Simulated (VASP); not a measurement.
Here is a VASP 6.6.1 calculation.

The input INCAR:

```
SYSTEM = Na2ZnIn
PREC = Accurate ; ENCUT = 520
EDIFF = 1E-7 ; ISMEAR = -1
SIGMA = 0.1 ; LREAL = .FALSE.
LASPH = .TRUE. ; NELM = 100
ALGO = Normal ; ISIF = 2
LWAVE = .FALSE. ; LCHARG = .FALSE.
GGA = PE ; NBANDS = 49
```

Contents of KPOINTS:

```
regular mesh
0
G
  6 6 6
  0 0 0
```

The input POSCAR:

```
Na2ZnIn
1.0
    4.8045670000      3.8781720000      0.0000000000
    4.8045670000     -3.8781720000      0.0000000000
    0.0000000000      0.0000000000     -5.7496750000
In Zn Na
2 2 4
Direct
    0.7685800000      0.2314200000      0.7500000000
    0.2314200000      0.7685800000      0.2500000000
    0.5000000000      0.5000000000      0.0000000000
    0.5000000000      0.5000000000      0.5000000000
    0.3153400000      0.0342400000      0.7500000000
    0.6846600000      0.9657600000      0.2500000000
    0.0342400000      0.3153400000      0.2500000000
    0.9657600000      0.6846600000      0.7500000000
```

Potentials or basis: VASP PAW PBE potentials, release 64 (In_d, Zn, Na_pv).

Command:

```bash
$ cat potpaw_PBE.64/In_d/POTCAR potpaw_PBE.64/Zn/POTCAR potpaw_PBE.64/Na_pv/POTCAR > POTCAR
$ mpirun -np 1 vasp_std > vasp.out
```

Problem. Estimate the pressure.

Solution. 1.7 GPa.

Problem. Predict the band gap on the k mesh.

Solution. Zero (bands 39 and 40 overlap by 1.87 eV).

Problem. Estimate the largest force.

Solution. 1.386 eV/Å.

Stress tensor (GPa, compression positive):
```
0.39 0.00 0.00
0.00 3.40 0.00
0.00 0.00 1.45
```

Caveat: spin-orbit coupling is left out, which moves the levels of the heavy elements; forces of over 1 eV/Å act on the atoms, so gaps and moduli don't describe the material at rest.
